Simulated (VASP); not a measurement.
Wanted: the native input for a VASP 6.6.1 run.

```
Task                   : single point
Functional             : LDA
Potentials or basis    : VASP PAW LDA potentials, release 64 (Rh_pv)
Cutoff                 : 520 eV
k mesh                 : 22 × 22 × 22
Occupations            : gaussian, width 0.15 eV
Spin                   : no spin polarisation
Dipole correction      : no
Further INCAR settings : ALGO = Fast; EDIFF = 1e-06; NBANDS = 14
```

The structure of Rh lies in POSCAR:

```
Rh
1.0
    0.0000000000      1.9490887500      1.9966275000
    1.9490887500      0.0000000000      1.9966275000
    1.9490887500      1.9490887500      0.0000000000
Rh
1
Direct
    0.0000000000      0.0000000000      0.0000000000
```

This cell differs from its parent crystal: strain +0.025 along x and y, +0.050 along z.

These files were run (other wordings do the same):

INCAR

```
  PREC = Accurate
  ENCUT = 520
  EDIFF = 1E-6
  ISMEAR = 0
  SIGMA = 0.15
  LREAL = F
  LASPH = T
  NELM = 80
  ALGO = Fast
  ISIF = 2
  LWAVE = F
  LCHARG = T
  GGA = CA
  LELF = T
  LVHAR = T
  NBANDS = 14
```

KPOINTS

```
regular mesh
0
Gamma
  22 22 22
```

Potentials or basis: VASP PAW LDA potentials, release 64 (Rh_pv).

The run is started by

```bash
$ cat potpaw_LDA.64/Rh_pv/POTCAR > POTCAR
$ mpirun -np 1 vasp_std > vasp.out
```

It gave:

The pressure is -30.1 GPa.

Caveat: the cell differs from its parent crystal (strain +0.025 along x and y, +0.050 along z).

It took 2.4 min on 1 thread of Intel(R) Xeon(R) Platinum 8259CL CPU @ 2.50GHz (Skylake/Cascade Lake), with other jobs on the host, peak memory 0.26 GiB.
